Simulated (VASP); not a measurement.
# SiC (Ima2) in VASP: single point with PBE

Aim: the single point of SiC with PBE.

All numbers are computed with VASP 6.6.1; they aren't measurements. Logs are shortened: lines on timing, memory, paths and dates and some standing lists are left out, and cuts for length are marked.

### Step 1. The cell of the first run

It takes space group Ima2 (No. 46, orthorhombic). The conventional cell has a = 3.092 Å, b = 21.420 Å, c = 5.074 Å, α = 90.00°, β = 90.00°, γ = 90.00°. Si (site symmetry m) has 4 C at 1.89 to 1.91 Å within 2.5 Å. Within 2.5 Å of Si (site symmetry m) lie 3 C at 1.89 to 1.91 Å and 2 Si at 2.36 Å. Within 2.5 Å of Si (site symmetry m) lie 4 C at 1.89 to 1.91 Å. Within 2.5 Å of Si (site symmetry m) lie 4 C at 1.89 to 1.91 Å. Within 2.5 Å of C (site symmetry m) lie 4 Si at 1.89 to 1.91 Å. Within 2.5 Å of C (site symmetry m) lie 3 Si at 1.89 to 1.91 Å and 2 C at 2.36 Å. Within 2.5 Å of C (site symmetry m) lie 4 Si at 1.89 to 1.91 Å. C (site symmetry m) has 4 Si at 1.89 to 1.91 Å within 2.5 Å.

### Step 2. Single point, PBE (the part above a cut slid along it)

File INCAR:

```
PREC = Accurate ; ENCUT = 520
EDIFF = 1E-6 ; ISMEAR = 0
SIGMA = 0.05 ; LREAL = Auto
LASPH = True ; NELM = 100
ALGO = Fast ; ISIF = 2
LWAVE = False ; LCHARG = False
GGA = PE ; ISYM = 0
NBANDS = 46
```

File KPOINTS:

```
Automatic mesh
0
Gamma
  9 5 3
```

File POSCAR:

```
SiC
1.0
    1.5458832036     -2.6775482513      0.0000000000
    0.0000000000      0.0000000000     -5.0740211774
   10.0482408238      4.0163223768      2.5370105887
Si C
8 8
Direct
    0.0833333333      1.4121031354      0.8333333333
   -0.0416666667      1.0371031354      0.0833333333
    0.3333333333      1.1621031354      0.3333333333
   -0.2916666667      1.2871031354      0.5833333333
   -0.4583333334      0.9537698020      0.9166666667
    0.4166666666      0.5787698021      0.1666666667
   -0.2083333334      0.7037698020      0.4166666667
    0.1666666666      0.8287698020      0.6666666667
    0.0833333333      1.0362301980      0.8333333333
   -0.0416666667      0.6612301979      0.0833333333
    0.3333333333      0.7862301979      0.3333333333
   -0.2916666667      0.9112301979      0.5833333333
   -0.4583333334      0.5778968646      0.9166666667
    0.4166666666      0.2028968646      0.1666666667
   -0.2083333334      0.3278968646      0.4166666667
    0.1666666666      0.4528968646      0.6666666667
```

Potentials or basis: VASP PAW PBE potentials, release 64 (Si, C).

Started as:

```
$ cat potpaw_PBE.64/Si/POTCAR potpaw_PBE.64/C/POTCAR > POTCAR
$ mpirun -np 1 vasp_std > vasp.out
```

OUTCAR:

```text
PREC = Accurate
   ENCUT = 520
   EDIFF = 1E-6
   ISMEAR = 0
   LREAL = Auto
   LASPH = True
   NELM = 100
   ISIF = 2
   GGA = PE
   ISYM = 0

 ion  position               nearest neighbor table
   1  0.083  0.412  0.833-  16 1.89  13 1.89  13 1.89   9 1.91   4 3.09   4 3.09   8 3.10   5 3.10
                             5 3.10   8 3.10   5 3.10   5 3.10
   2  0.958  0.037  0.083-  14 1.89  14 1.89  10 1.91   5 2.36   5 2.36   3 3.09   3 3.09   6 3.10
                             6 3.10   6 3.10   6 3.10
   3  0.333  0.162  0.333-  14 1.89  15 1.89  15 1.89  11 1.91   2 3.09   4 3.09   4 3.09   2 3.09
                             6 3.10   6 3.10   7 3.10   7 3.10   7 3.10   7 3.10
   4  0.708  0.287  0.583-  15 1.89  16 1.89  16 1.89  12 1.91   1 3.09   3 3.09   1 3.09   3 3.09
                             7 3.10   8 3.10   8 3.10   7 3.10   8 3.10   8 3.10
   5  0.542  0.954  0.917-   9 1.89   9 1.89  13 1.91   2 2.36   2 2.36   8 3.09   8 3.09   1 3.10
                             1 3.10   1 3.10   1 3.10
   6  0.417  0.579  0.167-  11 1.89  10 1.89  10 1.89  14 1.91   7 3.09   7 3.09   3 3.10   3 3.10
                             2 3.10   2 3.10   2 3.10   2 3.10
   7  0.792  0.704  0.417-  12 1.89  11 1.89  11 1.89  15 1.91   8 3.09   6 3.09   6 3.09   8 3.09
                             4 3.10   3 3.10   3 3.10   4 3.10   3 3.10   3 3.10
   8  0.167  0.829  0.667-   9 1.89  12 1.89  12 1.89  16 1.91   7 3.09   5 3.09   7 3.09   5 3.09
                             1 3.10   4 3.10   4 3.10   1 3.10   4 3.10   4 3.10
   9  0.083  0.036  0.833-   8 1.89   5 1.89   5 1.89   1 1.91
  10  0.958  0.661  0.083-   6 1.89   6 1.89   2 1.91
  11  0.333  0.786  0.333-   6 1.89   7 1.89   7 1.89   3 1.91
  12  0.708  0.911  0.583-   7 1.89   8 1.89   8 1.89   4 1.91
  13  0.542  0.578  0.917-   1 1.89   1 1.89   5 1.91
  14  0.417  0.203  0.167-   3 1.89   2 1.89   2 1.89   6 1.91
  15  0.792  0.328  0.417-   4 1.89   3 1.89   3 1.89   7 1.91
  16  0.167  0.453  0.667-   1 1.89   4 1.89   4 1.89   8 1.91

IMPORTANT INFORMATION: All symmetrisations will be switched off!
NOSYMM: (Re-)initialisation of all symmetry stuff for point group C_1.

----------------------------------------------------------------------------------------

                                     Primitive cell

  volume of cell :     168.0182

  direct lattice vectors                    reciprocal lattice vectors
     1.545883204 -2.677548251  0.000000000     0.121289888 -0.303449247  0.000000000
     0.000000000  0.000000000 -5.074021177     0.040429963  0.023342250 -0.197082347
    10.048240824  4.016322377  2.537010589     0.080859925  0.046684499  0.000000000

  length of vectors
     3.091766407  5.074021177 11.114603538     0.326791497  0.202536154  0.093368999

  position of ions in fractional coordinates (direct lattice)
     0.083333333  0.412103135  0.833333333
     0.958333333  0.037103135  0.083333333
     0.333333333  0.162103135  0.333333333
     0.708333333  0.287103135  0.583333333
     0.541666667  0.953769802  0.916666667
     0.416666667  0.578769802  0.166666667
[... 8 lines left out ...]
     0.791666667  0.327896865  0.416666667
     0.166666667  0.452896865  0.666666667

  ion indices of the primitive-cell ions
   primitive index   ion index
                 1           1
                 2           2
                 3           3
                 4           4
                 5           5
                 6           6
[... 8 lines left out ...]
                15          15
                16          16

----------------------------------------------------------------------------------------

 KPOINTS: Automatic mesh

Automatic generation of k-mesh.
 Grid dimensions read from file:
 generate k-points for:    9    5    3

 Generating k-lattice:

  Cartesian coordinates                     Fractional coordinates (reciprocal lattice)
     0.013476654 -0.033716583  0.000000000     0.111111111  0.000000000 -0.000000000
     0.008085993  0.004668450 -0.039416469    -0.000000000  0.200000000 -0.000000000
     0.026953308  0.015561500  0.000000000     0.000000000  0.000000000  0.333333333

  Length of vectors
     0.036310166  0.040507231  0.031123000

  Shift w.r.t. Gamma in fractional coordinates (k-lattice)
     0.000000000  0.000000000  0.000000000

 -----------------------------------------------------------------------------
|                                                                             |
|           W    W    AA    RRRRR   N    N  II  N    N   GGGG   !!!           |
|           W    W   A  A   R    R  NN   N  II  NN   N  G    G  !!!           |
|           W    W  A    A  R    R  N N  N  II  N N  N  G       !!!           |
|           W WW W  AAAAAA  RRRRR   N  N N  II  N  N N  G  GGG   !            |
[... 12 lines left out ...]

 WARNING: IBZKPT: internal override: KBLOWUP is changed to .FALSE.
      ... skipping the blow-up phase ...

 Subroutine IBZKPT returns following result:
 ===========================================

 Found     68 irreducible k-points:

 Following reciprocal coordinates:
            Coordinates               Weight
  0.000000  0.000000  0.000000      1.000000
  0.111111  0.000000  0.000000      2.000000
  0.222222  0.000000 -0.000000      2.000000
  0.333333  0.000000 -0.000000      2.000000
  0.444444  0.000000 -0.000000      2.000000
  0.000000  0.200000 -0.000000      2.000000
[... 16 lines left out ...]
 -0.111111  0.400000 -0.000000      2.000000
  0.000000  0.000000  0.333333      2.000000
 [... further k-points ...]
   k-points           NKPTS =     68   k-points in BZ     NKDIM =     68   number of bands    NBANDS=     46
   number of dos      NEDOS =    301   number of ions     NIONS =     16
   total plane-waves  NPLWV =  80640
   dimension x,y,z NGX =    24 NGY =   40 NGZ =   84
   dimension x,y,z NGXF=    48 NGYF=   80 NGZF=  168
   ions per type =               8   8
   NGX,Y,Z   is equivalent  to a cutoff of  12.90, 13.11, 12.56 a.u.
   NGXF,Y,Z  is equivalent  to a cutoff of  25.81, 26.21, 25.13 a.u.
 SYSTEM =  unknown system
   PREC   = accura    normal or accurate (medium, high low for compatibility)
   ISTART =      0    job   : 0-new  1-cont  2-samecut
   ICHARG =      2    charge: 1-file 2-atom 10-const
   ISPIN  =      1    spin polarized calculation?
   LNONCOLLINEAR =      F non collinear calculations
   LSORBIT =      F    spin-orbit coupling
   LASPH  =      T    aspherical Exc in radial PAW
   ENCUT  =  520.0 eV  38.22 Ry    6.18 a.u.   5.75  9.43 20.67*2*pi/ulx,y,z
   NELM   =    100;   NELMIN=  2; NELMDL= -5     # of ELM steps
   EDIFF  = 0.1E-05   stopping-criterion for ELM
   LREAL  =      T    real-space projection
   EDIFFG = 0.1E-04   stopping-criterion for IOM
   NSW    =      0    number of steps for IOM
   IBRION =     -1    ionic relax: 0-MD 1-quasi-New 2-CG
   NFREE  =      0    steps in history (QN), initial steepest desc. (CG)
   ISIF   =      2    stress and relaxation
   ISYM   =      0    0-nonsym 1-usesym 2-fastsym
   POTIM  = 0.5000    time-step for ionic-motion
   TEBEG  =    0.0;   TEEND  =   0.0 temperature during run
   PSTRESS=    0.0 pullay stress
   NELECT =      64.0000    total number of electrons
   NUPDOWN=      -1.0000    fix difference up-down
   EMIN   =  10.00;   EMAX   =-10.00  energy-range for DOS
   EFERMI =   0.00;   METHOD = LEGACY
   ISMEAR =     0;   SIGMA  =   0.05  broadening in eV -4-tet -1-fermi 0-gaus
   EFERMI_NEDOS =   21; number of points for ismear=-14 and -15
   IALGO  =     68    algorithm
   IMIX   =      4    mixing-type and parameters
     AMIX     =   0.40;   BMIX     =  1.00
     AMIX_MAG =   1.60;   BMIX_MAG =  1.00
  volume/ion in A,a.u.               =      10.50        70.87
  Fermi-wavevector in a.u.,A,eV,Ry     =   1.186723  2.242582 19.161245  1.408312
  Thomas-Fermi vector in A             =   2.322890
   LORBIT       =      0    0 simple, 1 ext, 2 COOP (PROOUT), +10 PAW based schemes
   GGA     = PE    functional components
   LHFCALC =     F    Hartree Fock is set to
   AEXX    =    0.0000 exact exchange contribution
   IVDW    =     0    specifies the selected vdW correction
   LEPSILON=     F    determine dielectric tensor
   LRPA    =     F    only Hartree local field effects (RPA)
 non-spin polarized calculation
 RMM-DIIS sequential band-by-band and
 Gauss-broadening in eV      SIGMA  =   0.05
  energy-cutoff  :      520.00
  volume of cell :      168.02
 maximum number of plane-waves:      4550
   NGX = 11   NGY = 19   NGZ = 41

 number of electron      64.0000000 magnetization

 Free energy of the ion-electron system (eV)
  ---------------------------------------------------
  ext. energy  EPLUGINS =         0.00000000
  ---------------------------------------------------
  free energy    TOTEN  =      -113.75333686 eV

  energy without entropy =     -113.74748606  energy(sigma->0) =     -113.75041146

 E-fermi :   8.9169     XC(G=0): -11.3323

 val. band max:        8.9055215976   @ k =  -0.4444   0.2000  -0.0000
 cond. band min:       8.9302987914   @ k =   0.0000   0.2000   0.3333
 fundamental gap:      0.0247771938
 Fermi energy:         8.9169206785

 k-point     1 :       0.0000    0.0000    0.0000
  band No.  band energies     occupation
      1      -7.4098      2.00000
      2      -6.3799      2.00000
      3      -6.3327      2.00000
      4      -4.1750      2.00000
      5      -3.6894      2.00000
      6      -3.6114      2.00000
[... 1117 lines left out ...]
     43      14.9367      0.00000
     44      15.0290      0.00000

 [... further k-points ...]

 [bands above 44 left out]

------------------------ aborting loop because EDIFF is reached ----------------------------------------

  FORCE on cell =-STRESS in cart. coord.  units (eV):
  Direction    XX          YY          ZZ          XY          YZ          ZX
  --------------------------------------------------------------------------------------
  -------------------------------------------------------------------------------------
  Total        9.3048122      3.8950847     -2.0854199      4.7401047     -0.0117614     -0.0181167
  in kB       88.7282563     37.1425092    -19.8860189     45.2003993     -0.1121540     -0.1727560
  external PRESSURE =      35.3282489 kB  Pullay stress =       0.0000000 kB

 VOLUME and BASIS-vectors are now :
 -----------------------------------------------------------------------------
  energy-cutoff  :      520.00
  volume of cell :      168.02
      direct lattice vectors                 reciprocal lattice vectors
     1.545883204 -2.677548251  0.000000000     0.121289888 -0.303449247  0.000000000
     0.000000000  0.000000000 -5.074021177     0.040429963  0.023342250 -0.197082347
    10.048240824  4.016322377  2.537010589     0.080859925  0.046684499  0.000000000

 POSITION                                       TOTAL-FORCE (eV/Angst)
 -----------------------------------------------------------------------------------
      8.50236      3.12381      0.02316         0.978624      0.564262     -0.105802
      2.31882     -2.23129      0.02316         2.395934      1.388452      0.950408
      3.86471      0.44626      0.02316         0.151294      0.089092      0.115056
      6.95647      0.44626      0.02316         0.037626      0.020497      0.082316
     10.04824      2.23129     -2.51386        -2.401457     -1.385805      0.951412
      2.31882     -0.44626     -2.51386        -0.981898     -0.568337     -0.103961
[... 8 lines left out ...]
      5.41059     -0.44626     -0.60667        -0.018577     -0.012194     -0.053135
      6.95647      2.23129     -0.60667        -0.207074     -0.116068     -0.064087
 -----------------------------------------------------------------------------------
    total drift:                                0.017907     -0.010340      0.036667

  FREE ENERGIE OF THE ION-ELECTRON SYSTEM (eV)
  ---------------------------------------------------
  free  energy   TOTEN  =      -113.7533368596 eV

  energy  without entropy=     -113.7474860649  energy(sigma->0) =     -113.75041146
```

Run time: 15 min. Hardware: 1 thread of Oxide Virtual Turin-like, shared host; peak memory 0.43 GiB.

Results:

| Quantity | Value |
| --- | --- |
| Free energy | -113.7533 eV |
| Pressure | 3.5 GPa |
| Largest force | 2.931 eV/Å |
| Band gap on the k mesh | zero (bands 32 and 33 overlap by 0.59 eV) |

Forces in eV/Å, atoms in the order of the input:
```
Si   0.979  0.564 -0.106
Si   2.396  1.388  0.950
Si   0.151  0.089  0.115
Si   0.038  0.020  0.082
Si  -2.401 -1.386  0.951
Si  -0.982 -0.568 -0.104
Si  -0.041 -0.023  0.084
Si  -0.157 -0.090  0.116
C   -0.921 -0.538 -0.568
C    1.845  1.071 -0.358
C    0.209  0.123 -0.064
C    0.024  0.013 -0.047
C   -1.844 -1.068 -0.364
C    0.931  0.532 -0.570
C   -0.019 -0.012 -0.053
C   -0.207 -0.116 -0.064
```

Caveat: the cell differs from its parent crystal (the part above a cut slid along it); the stress differs along the axes, from -2 to 9 GPa; semilocal functionals underestimate gaps, and a narrow one can read as zero; forces of over 1 eV/Å act on the atoms, so gaps and moduli don't describe the material at rest.

The gap in the log of VASP goes by the Fermi energy; the results here count the filled bands.